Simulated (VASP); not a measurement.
# LiSi16 (a cell with a defect): single point with PBE

The system is LiSi16 (a cell with a defect).

```
CELL_PARAMETERS angstrom
0.00000 5.43000 5.43000
5.43000 0.00000 5.43000
5.43000 5.43000 0.00000
ATOMIC_POSITIONS crystal
Si 0.01268 0.99858 0.98970
Si 0.13740 0.12318 0.11951
Si 0.01270 0.99857 0.49867
Si 0.13540 0.12135 0.62145
Si 0.00809 0.49714 0.99723
Si 0.13737 0.61948 0.11958
Si 0.01267 0.48960 0.49868
Si 0.13739 0.61942 0.62327
Si 0.51117 0.99389 0.99727
Si 0.63367 0.12330 0.11925
Si 0.50342 0.99864 0.49876
Si 0.63368 0.12328 0.62338
Si 0.51115 0.49720 0.99731
Si 0.63532 0.62137 0.12147
Si 0.51117 0.49717 0.49398
Si 0.63367 0.61914 0.62341
Li 0.88474 0.87149 0.37163
```

- Program: VASP 6.6.1
- Task: single point
- Functional: PBE
- Potentials or basis: VASP PAW PBE potentials, release 64 (Si, Li_sv)
- Cutoff: 520 eV
- k mesh: 2 × 2 × 2
- Occupations: fermi-dirac, width 0.02 eV
- Spin: no spin polarisation
- Dipole correction: no
- Charge: 1
- Further INCAR settings: LREAL = Auto; ALGO = Normal; EDIFF = 1e-06; NBANDS = 48; NELECT = 66.0

```
Largest force : 0.028 eV/Å
```

Forces in eV/Å, atoms in the order of the input:
```
Si  -0.010 -0.005  0.014
Si   0.009 -0.007  0.010
Si   0.002  0.009  0.010
Si   0.005 -0.006 -0.007
Si   0.003 -0.005 -0.005
Si  -0.016 -0.008 -0.008
Si  -0.011  0.014 -0.006
Si   0.009  0.011 -0.006
Si  -0.004  0.004  0.008
Si   0.018 -0.006 -0.020
Si  -0.005  0.007  0.007
Si   0.005 -0.017 -0.018
Si  -0.008  0.004  0.005
Si  -0.010  0.010  0.010
Si  -0.004  0.008  0.004
Si   0.019 -0.020 -0.006
Li  -0.002  0.006  0.007
```

Levels at points of the mesh, in eV from the Fermi level:
```csv
k point,band 29,band 30,band 31,band 32,band 33,band 34,band 35,band 36,band 37,band 38
"(0.00, 0.00, 0.00)",-1.45,-1.45,-0.32,-0.32,-0.32,0.32,0.32,0.32,0.39,0.39
"(0.50, 0.00, 0.00)",-2.43,-1.14,-1.14,-1.04,-1.04,0.88,1.08,1.08,1.27,1.28
"(0.00, 0.50, 0.00)",-2.43,-1.14,-1.13,-1.05,-1.05,0.88,1.08,1.08,1.27,1.27
"(0.00, 0.00, 0.50)",-2.43,-1.14,-1.13,-1.05,-1.05,0.88,1.08,1.08,1.27,1.27
"(0.50, 0.50, 0.50)",-2.43,-1.14,-1.14,-1.05,-1.05,0.88,1.08,1.08,1.27,1.27
"(0.50, 0.50, 0.00)",-2.23,-1.68,-1.68,-1.64,-1.59,0.75,0.81,1.87,1.99,1.99
"(0.00, 0.50, 0.50)",-2.23,-1.68,-1.68,-1.64,-1.59,0.75,0.81,1.87,1.99,1.99
"(0.50, 0.00, 0.50)",-2.23,-1.68,-1.68,-1.64,-1.59,0.75,0.81,1.87,1.99,1.99
```

Wall time 4.1 min on 1 thread of Intel(R) Xeon(R) Platinum 8259CL CPU @ 2.50GHz (Skylake/Cascade Lake) (shared host), peak memory 0.48 GiB.

Caveat: the k points lie up to 0.50 Å⁻¹ apart; the cell carries a net charge on a neutralising background, which shifts energy and pressure; the cell is charged against a uniform background, so pressure and absolute levels hang on convention.
